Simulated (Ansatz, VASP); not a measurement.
# TaN in VASP and in Ansatz

The input INCAR:

```
SYSTEM = TaN
PREC = Accurate
ENCUT = 600
EDIFF = 1E-7
ISMEAR = 0
SIGMA = 0.1
LREAL = .False.
LASPH = .True.
NELM = 60
ALGO = Normal
ISIF = 3
LWAVE = .False.
LCHARG = .False.
GGA = PE
IBRION = 2
NSW = 100
EDIFFG = -0.05
```

The input KPOINTS:

```
regular mesh
0
Gamma
  9 9 4
  0 0 0
```

File POSCAR:

```
TaN
1.0
    3.0480019786      0.0000000000      0.0000000000
   -1.5240009893      2.6396471442      0.0000000000
    0.0000000000      0.0000000000      4.9180000000
Ta N
2 2
Direct
    0.0000000000      0.0000000000      0.0000000000
    0.0000000000      0.0000000000      0.5000000000
    0.3333333333      0.6666666667      0.2500000000
    0.6666666667      0.3333333333      0.7500000000
```

Input for Ansatz:

```yaml
crystal:
  lattice:
    - [3.0480019786, 0.0, 0.0]
    - [-1.5240009893, 2.6396471442, 0.0]
    - [0.0, 0.0, 4.918]
  atoms:
    - { symbol: Ta, position: [0.0, 0.0, 0.0] }
    - { symbol: Ta, position: [0.0, 0.0, 0.5] }
    - { symbol: "N", position: [0.3333333333, 0.6666666667, 0.25] }
    - { symbol: "N", position: [0.6666666667, 0.3333333333, 0.75] }
basis:
  ecutwfc: 520.0
kpoints:
  mp_grid: { grid: [9, 9, 4] }
hamiltonian:
  xc: pbe
  pseudopotentials: { kind: paw, azcp: { folder: soft_1 } }
scf:
  occupations: { method: gaussian, width: 0.1 }
output:
  forces: true
  stress: true
  eigenvalues: true
relax:
  adjacent_minimum: "off"
  f_tol: 0.05
  max_steps: 80
  cell: { stress_tol: 0.5 }
```

Alike in both runs: task relaxation of cell and atoms; functional PBE; k mesh 9 × 9 × 4; occupations gaussian, width 0.1 eV; no spin polarisation.

```csv
,VASP,Ansatz
version,VASP 6.6.1,Ansatz 0.2.0
potentials or method,"VASP PAW PBE potentials, release 64 (Ta_pv, N), cutoff 600 eV","scalar-relativistic, plane waves, PAW"
valence electrons in the cell,32,36
```

```tsv
	VASP	Ansatz	Ansatz less VASP
gap on the k mesh at the Fermi level, each at its own relaxed structure (eV)	none	none	-
relaxed volume (Å³/atom)	10.90	10.89	-0.011
relaxed cell length with the largest relative difference (Å)	5.918	5.912	-0.0054
```

A gap of «none» marks a metal or a gap that the smearing closes. VASP's potentials hold 32 valence electrons a cell and Ansatz's 36, so a difference there can come from the potentials and not from the codes.

Spin-orbit coupling is off throughout.
